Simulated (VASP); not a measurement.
## LiNbO3: single point with PBE

The system is LiNbO3.

```
CELL_PARAMETERS angstrom
2.62560 1.51589 4.71242
-2.62560 1.51589 4.71242
0.00000 -3.03179 4.71242
ATOMIC_POSITIONS crystal
Li 0.27691 0.27691 0.27691
Li 0.77691 0.77691 0.77691
Nb 0.99648 0.99648 0.99648
Nb 0.49648 0.49648 0.49648
O 0.11089 0.34662 0.71839
O 0.71839 0.11089 0.34662
O 0.34662 0.71839 0.11089
O 0.21839 0.84662 0.61089
O 0.84662 0.61089 0.21839
O 0.61089 0.21839 0.84662
```

```
Program             : VASP 6.6.1
Task                : single point
Functional          : PBE
Potentials or basis : VASP PAW PBE potentials, release 64 (Li_sv, Nb_sv, O)
Cutoff              : 520 eV
k mesh              : 7 × 7 × 7
Occupations         : fermi-dirac, width 0.02 eV
Spin                : no spin polarisation
```

* Largest force: 0.042 eV/Å
* Band gap on the k mesh: 3.52 eV (least direct gap 3.55 eV)

Forces in eV/Å, atoms in the order of the input:
```
Li   0.000  0.000  0.019
Li   0.000  0.000  0.019
Nb   0.000  0.000 -0.042
Nb   0.000  0.000 -0.042
O    0.008  0.017  0.007
O   -0.019 -0.002  0.007
O    0.011 -0.016  0.007
O   -0.011 -0.016  0.007
O   -0.008  0.017  0.007
O    0.019 -0.002  0.007
```

Levels at points of the mesh, in eV from the valence-band top:
```
           k point  band 31  band 32  band 33  band 34  band 35  band 36  band 37  band 38
(0.00, 0.00, 0.00)    -0.74    -0.46     0.00     0.00     3.55     3.55     4.02     5.06
```

Run time: 8.8 min on 1 thread of Intel(R) Xeon(R) Platinum 8259CL CPU @ 2.50GHz (Skylake/Cascade Lake), on a shared host, peak memory 0.36 GiB.

Caveat: an odd mesh through Γ misses points on the zone boundary, where band edges can lie.
